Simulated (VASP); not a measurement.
Zr:

```
Zr
1.0
    -1.81000    1.81000    1.81000
     1.81000   -1.81000    1.81000
     1.81000    1.81000   -1.81000
Zr
1
Direct
  0.00000 0.00000 0.00000
```

- Program: VASP 6.6.1
- Task: relaxation of cell and atoms
- Functional: PBE
- Potentials or basis: VASP PAW PBE potentials, release 64 (Zr_sv)
- Cutoff: 500 eV
- k mesh: 8 × 8 × 8
- Occupations: fermi-dirac, width 0.05 eV
- Spin: no spin polarisation

At the start: pressure -2.7 GPa; volume 23.72 Å³/atom.

Task: Where does the relaxation end?

Result: Over 3 steps the energy falls by 6.2 meV/atom and the volume is 22.99 Å³/atom (-3.1 %); space group Im-3m (No. 229, to 0.05 Å).

Step by step:
| step | energy change (eV) | largest force (eV/Å) | pressure (GPa) | volume (Å³) |
| --- | --- | --- | --- | --- |
| 1 | 0.0000 | 0.0000 | -2.68 | 23.72 |
| 2 | -0.0016 | 0.0000 | 2.50 | 22.38 |
| 3 | -0.0062 | 0.0000 | -0.01 | 22.99 |

Final structure:
```cif
data_structure
_symmetry_space_group_name_H-M 'P 1'
_symmetry_Int_Tables_number 1
_cell_length_a 3.1027
_cell_length_b 3.1027
_cell_length_c 3.1027
_cell_angle_alpha 109.471
_cell_angle_beta 109.471
_cell_angle_gamma 109.471
_cell_volume 22.99
loop_
_atom_site_label
_atom_site_type_symbol
_atom_site_fract_x
_atom_site_fract_y
_atom_site_fract_z
_atom_site_occupancy
Zr1 Zr 0.00000 0.00000 0.00000 1
```
